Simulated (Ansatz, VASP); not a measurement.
**Cu in VASP and in Ansatz**

File INCAR:

```
PREC = Accurate
ENCUT = 520
EDIFF = 1E-6
ISMEAR = 0
SIGMA = 0.15
LREAL = F
LASPH = T
NELM = 100
ALGO = Fast
ISIF = 2
LWAVE = F
LCHARG = T
GGA = PS
LELF = T
LVHAR = T
NBANDS = 12
```

The input KPOINTS:

```
regular mesh
0
Gamma
  24 24 24
```

The input POSCAR:

```
Cu
1.0
   -1.4860771196      1.4860771196      1.4173638935
    1.4860771196     -1.4860771196      1.4173638935
    1.4860771196      1.4860771196     -1.4173638935
Cu
1
Direct
    0.0000000000      0.0000000000      0.0000000000
```

Input for Ansatz:

```yaml
crystal:
  lattice:
    - [-1.4860771196, 1.4860771196, 1.4173638935]
    - [1.4860771196, -1.4860771196, 1.4173638935]
    - [1.4860771196, 1.4860771196, -1.4173638935]
  atoms:
    - { symbol: Cu, position: [0.0, 0.0, 0.0] }
basis:
  ecutwfc: 420
kpoints:
  mp_grid: { grid: [24, 24, 24] }
hamiltonian:
  xc: pbesol
scf:
  occupations: { method: gaussian, width: 0.15 }
output:
  forces: true
  stress: true
  eigenvalues: true
```

Change from the starting cell: strain +0.030 along x and y, +0.030 along z, atoms carried along.

Alike in both runs: task single point; functional PBEsol; k mesh 24 × 24 × 24; occupations gaussian, width 0.15 eV; no spin polarisation.

```csv
,VASP,Ansatz
version,VASP 6.6.1,Ansatz 0.2.0
potentials or method,"VASP PAW PBE potentials, release 64 (Cu), cutoff 520 eV","scalar-relativistic, plane waves, PAW"
valence electrons in the cell,11,19
```

VASP gave:

- gap on the k mesh at the Fermi level (eV): none
- pressure (GPa): -11.9
- traceless stress, the component that is largest in VASP (GPa): -0.25

Task: Which values does Ansatz return?

Result: gap on the k mesh at the Fermi level (eV): none; pressure (GPa): -12.6; traceless stress, the component that is largest in VASP (GPa): -0.26.

VASP's potentials were made for PBE, not for PBEsol. A gap of «none» marks a metal or a gap that the smearing closes. VASP's potentials hold 11 valence electrons a cell and Ansatz's 19, so a difference there can come from the potentials and not from the codes.
